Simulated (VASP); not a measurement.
A run of VASP 6.6.1 is set up as follows.

INCAR

```
SYSTEM = Ga
PREC = Accurate
ENCUT = 520
EDIFF = 1E-7
ISMEAR = -1
SIGMA = 0.05
LREAL = .FALSE.
LASPH = .TRUE.
NELM = 60
ALGO = Fast
ISIF = 2
LWAVE = .FALSE.
LCHARG = .TRUE.
GGA = RE
LELF = .TRUE.
LVHAR = .TRUE.
NBANDS = 12
```

KPOINTS

```
Automatic mesh
0
G
  13 13 13
  0 0 0
```

POSCAR

```
Ga
1.0
   -1.3843987196      1.3843987196      2.3112238365
    1.3843987196     -1.3843987196      2.3112238365
    1.3843987196      1.3843987196     -2.3112238365
Ga
1
Direct
    0.0000000000      0.0000000000      0.0000000000
```

Potentials or basis: VASP PAW PBE potentials, release 64 (Ga_d).

Launch:

```sh
$ cat potpaw_PBE.64/Ga_d/POTCAR > POTCAR
$ mpirun -np 1 vasp_std > vasp.out
```

(1) What does it give for the pressure?

(2) Estimate the band gap on the k mesh.

## Answers

(1) 5.1 GPa.

(2) zero (an odd number of electrons rules out a gap without spin polarisation).

Caveat: the cell stands under pressure; the PAW data sets were made with another functional, which shifts forces and pressure a little.
